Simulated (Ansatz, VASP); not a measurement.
**SiO2 in VASP and in Ansatz**

```
CELL_PARAMETERS angstrom
0.00000 4.76097 7.42762
2.37936 0.00000 7.42762
2.37936 4.76097 0.00000
ATOMIC_POSITIONS crystal
Si 0.56316 0.56316 0.93684
Si 0.31316 0.31316 0.68684
Si 0.68684 0.68684 0.31316
Si 0.93684 0.93684 0.56316
O 0.62500 0.12500 0.62500
O 0.62500 0.62500 0.12500
O 0.62500 0.62500 0.62500
O 0.12500 0.62500 0.62500
O 0.18621 0.81379 0.18621
O 0.81379 0.18621 0.81379
O 0.43621 0.06379 0.43621
O 0.06379 0.43621 0.06379
```

Alike in both runs: functional PBE; k mesh 6 × 6 × 6; occupations gaussian, width 0.02 eV; no spin polarisation.

Ansatz relaxed the structure, and its values are those at the end. VASP's run is a single point on that final structure, the one shown.

|  | VASP | Ansatz |
| --- | --- | --- |
| version | VASP 6.6.1 | Ansatz 0.2.0 |
| potentials or method | VASP PAW PBE potentials, release 64 (Si, O), cutoff 520 eV | scalar-relativistic, plane waves, PAW |
| valence electrons in the cell | 64 | 64 |

VASP gave:

```
gap on the k mesh at the Fermi level (eV) : 5.60
least direct gap on the mesh (eV)         : 5.60
pressure (GPa)                            : 0.1
rms of the force components (eV/Å)        : 0.011
```

Task: What did Ansatz give for the same quantities?

Result: gap on the k mesh at the Fermi level (eV): 5.60; least direct gap on the mesh (eV): 5.60; pressure (GPa): 0.0; rms of the force components (eV/Å): 0.000.

The functional is the same, so the differences come from potentials, cutoffs and numerics.
